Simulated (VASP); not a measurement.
Wanted: the native input for a VASP 6.6.1 run.

```yaml
Task: single point
Functional: r2SCAN
Potentials_or_basis: VASP PAW PBE potentials, release 64 (Ti_sv)
Cutoff: 520 eV
k_mesh: 18 × 18 × 18
Occupations: gaussian, width 0.1 eV
Spin: no spin polarisation
Dipole_correction: no
Further_INCAR_settings: ALGO = Normal; EDIFF = 1e-06; NBANDS = 12
```

Ti:

```xyz
1
Lattice="0.0000 2.0755 2.0755 2.0755 0.0000 2.0755 2.0755 2.0755 0.0000" Properties=species:S:1:pos:R:3 pbc="T T T"
Ti    0.0000    0.0000    0.0000
```

This cell differs from its parent crystal: volume scaled by 1.03.

One way to write it, as run:

POSCAR

```
Ti
1.0
    0.0000000000      2.0755009746      2.0755009746
    2.0755009746      0.0000000000      2.0755009746
    2.0755009746      2.0755009746      0.0000000000
Ti
1
Direct
    0.0000000000      0.0000000000      0.0000000000
```

INCAR.step1

```
PREC = Accurate
ENCUT = 520
ISMEAR = 0
SIGMA = 0.1
LREAL = False
LASPH = True
NELM = 80
NBANDS = 12
GGA = PE
ALGO = Normal
EDIFF = 1E-4
LWAVE = True
LCHARG = False
```

INCAR.step2

```
PREC = Accurate
ENCUT = 520
EDIFF = 1E-6
ISMEAR = 0
SIGMA = 0.1
LREAL = False
LASPH = True
NELM = 80
ALGO = Normal
ISIF = 2
LWAVE = False
LCHARG = False
METAGGA = R2SCAN
LMIXTAU = True
NBANDS = 12
ISTART = 1
```

KPOINTS

```
regular mesh
0
Gamma
  18 18 18
```

Potentials or basis: VASP PAW PBE potentials, release 64 (Ti_sv).

Launch:

```sh
$ cat potpaw_PBE.64/Ti_sv/POTCAR > POTCAR
$ cp INCAR.step1 INCAR
$ mpirun -np 1 vasp_std > vasp.out
$ cp INCAR.step2 INCAR
$ mpirun -np 1 vasp_std > vasp.out
```

It gave:

* Pressure: -2.8 GPa
* Band gap on the k mesh: zero (band 6 reaches 8.90 eV, above the bottom of band 7 at 7.51 eV)

Caveat: the PAW data sets were made with another functional, which shifts forces and pressure a little.

Wall time 52 s on 1 thread of Intel(R) Xeon(R) 6975P-C (Granite Rapids), on a shared host, peak memory 0.17 GiB.
